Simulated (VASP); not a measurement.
## SnO: single point with r2SCAN

SnO:

```xyz
2
Lattice="0.0714 2.5642 2.5642 2.5642 0.0714 2.5642 2.5642 2.5642 0.0714" Properties=species:S:1:pos:R:3 pbc="T T T"
Sn    0.0000    0.0000    0.0000
O     2.5999    2.5999    2.5999
```

This cell differs from its parent crystal: epitaxial 111 strain -1.7%.

```
Program                : VASP 6.6.1
Task                   : single point
Functional             : r2SCAN
Potentials or basis    : VASP PAW PBE potentials, release 64 (Sn_d, O)
Cutoff                 : 520 eV
k mesh                 : 8 × 8 × 8
Occupations            : fermi-dirac, width 0.02 eV
Spin                   : no spin polarisation
Dipole correction      : no
Further INCAR settings : ALGO = Normal; EDIFF = 1e-06; NBANDS = 17
```

```json
{"Pressure": "1.1 GPa", "Band gap on the k mesh": "0.70 eV, indirect (least direct gap 0.83 eV)"}
```

Stress tensor (GPa, compression positive):
```
 1.09 -0.46 -0.46
-0.46  1.09 -0.46
-0.46 -0.46  1.09
```

Levels at points of the mesh, in eV from the valence-band top:
| k point | band 6 | band 7 | band 8 | band 9 | band 10 | band 11 | band 12 | band 13 | band 14 | band 15 |
| --- | --- | --- | --- | --- | --- | --- | --- | --- | --- | --- |
| (0.00, 0.00, 0.00) | -19.83 | -6.71 | -3.66 | -3.41 | -3.41 | 8.10 | 8.41 | 8.41 | 10.18 | 11.07 |
| (0.50, 0.00, 0.00) | -19.20 | -8.55 | -3.35 | -3.25 | -0.61 | 0.99 | 4.55 | 4.73 | 10.25 | 14.55 |
| (0.50, 0.50, 0.00) | -18.65 | -6.69 | -4.74 | -4.54 | -4.48 | 3.94 | 5.70 | 6.34 | 6.50 | 14.61 |
| (0.50, 0.50, 0.50) | -19.25 | -8.92 | -3.19 | -3.19 | -0.29 | 0.95 | 5.17 | 5.17 | 10.72 | 14.98 |

Run time: 65 s on 1 thread of Intel(R) Xeon(R) 6975P-C (Granite Rapids) (shared host), peak memory 0.18 GiB.

Caveat: the cell differs from its parent crystal (epitaxial 111 strain -1.7%); the PAW data sets were made with another functional, which shifts forces and pressure a little; spin-orbit coupling is left out, which moves the levels of the heavy elements. A k mesh can miss the band edges.
